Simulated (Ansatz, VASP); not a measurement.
**Two plane-wave programs on Mo3WSe8**

Contents of INCAR:

```
  ALGO = Normal
  EDIFF = 1E-6
  ENCUT = 500
  GGA_COMPAT = False
  ISIF = 2
  ISMEAR = 0
  LASPH = True
  LCHARG = True
  LELF = True
  LREAL = False
  LVHAR = True
  LWAVE = False
  NBANDS = 64
  NELM = 120
  PREC = Accurate
  SIGMA = 0.1
```

Contents of KPOINTS:

```
k-points
0
Gamma
  6 4 2
```

Contents of POSCAR:

```
Mo3WSe8
1.0
    1.6629111000      2.8802465100      0.0000000000
    4.9887332900     -2.8802465100      0.0000000000
    0.0000000000      0.0000000000    -13.5574768100
W Mo Se
1 3 8
Direct
    0.0000000000      0.6666666700      0.2500000000
    0.5000000000      0.1666666700      0.2500000000
    0.0000000000      0.3333333300      0.7500000000
    0.5000000000      0.8333333300      0.7500000000
    0.0000000000      0.3333333300      0.1277776800
    0.5000000000      0.8333333300      0.1277776800
    0.0000000000      0.6666666700      0.6277776800
    0.5000000000      0.1666666700      0.6277776800
    0.0000000000      0.3333333300      0.3722223200
    0.5000000000      0.8333333300      0.3722223200
    0.0000000000      0.6666666700      0.8722223200
    0.5000000000      0.1666666700      0.8722223200
```

Input for Ansatz:

```yaml
crystal:
  lattice:
    - [1.6629111, 2.88024651, 0.0]
    - [4.98873329, -2.88024651, 0.0]
    - [0.0, 0.0, -13.55747681]
  atoms:
    - { symbol: W, position: [0.0, 0.66666667, 0.25] }
    - { symbol: Mo, position: [0.5, 0.16666667, 0.25] }
    - { symbol: Mo, position: [0.0, 0.33333333, 0.75] }
    - { symbol: Mo, position: [0.5, 0.83333333, 0.75] }
    - { symbol: Se, position: [0.0, 0.33333333, 0.12777768] }
    - { symbol: Se, position: [0.5, 0.83333333, 0.12777768] }
    - { symbol: Se, position: [0.0, 0.66666667, 0.62777768] }
    - { symbol: Se, position: [0.5, 0.16666667, 0.62777768] }
    - { symbol: Se, position: [0.0, 0.33333333, 0.37222232] }
    - { symbol: Se, position: [0.5, 0.83333333, 0.37222232] }
    - { symbol: Se, position: [0.0, 0.66666667, 0.87222232] }
    - { symbol: Se, position: [0.5, 0.16666667, 0.87222232] }
basis:
  ecutwfc: 420
kpoints:
  mp_grid: { grid: [6, 4, 2] }
hamiltonian:
  xc: lda
  pseudopotentials: { kind: paw }
scf:
  occupations: { method: gaussian, width: 0.1 }
output:
  forces: true
  stress: true
  eigenvalues: true
```

Alike in both runs: task single point; functional LDA; k mesh 6 × 4 × 2; occupations gaussian, width 0.1 eV; no spin polarisation.

|  | VASP | Ansatz |
| --- | --- | --- |
| version | VASP 6.6.1 | Ansatz 0.2.0 |
| potentials or method | VASP PAW LDA potentials, release 64 (W_sv, Mo_sv, Se), cutoff 500 eV | scalar-relativistic, plane waves, PAW |
| valence electrons in the cell | 104 | 184 |

VASP gave:

```
gap on the k mesh at the Fermi level (eV)                     : 1.00
least direct gap on the mesh (eV)                             : 1.24
pressure (GPa)                                                : -5.2
traceless stress, the component that is largest in VASP (GPa) : 1.19
rms of the force components (eV/Å)                            : 0.139
```

Task: What did Ansatz give for the same quantities?

Result: gap on the k mesh at the Fermi level (eV): 1.00; least direct gap on the mesh (eV): 1.24; pressure (GPa): -5.7; traceless stress, the component that is largest in VASP (GPa): 1.10; rms of the force components (eV/Å): 0.173.

LDA's correlation is that of Perdew and Zunger in VASP and of Perdew and Wang (1992) in Ansatz. Atom by atom the forces differ by 0.035 eV/Å (rms over components). VASP's potentials hold 104 valence electrons a cell and Ansatz's 184, so a difference there can come from the potentials and not from the codes.

Neither program's run includes spin-orbit coupling.
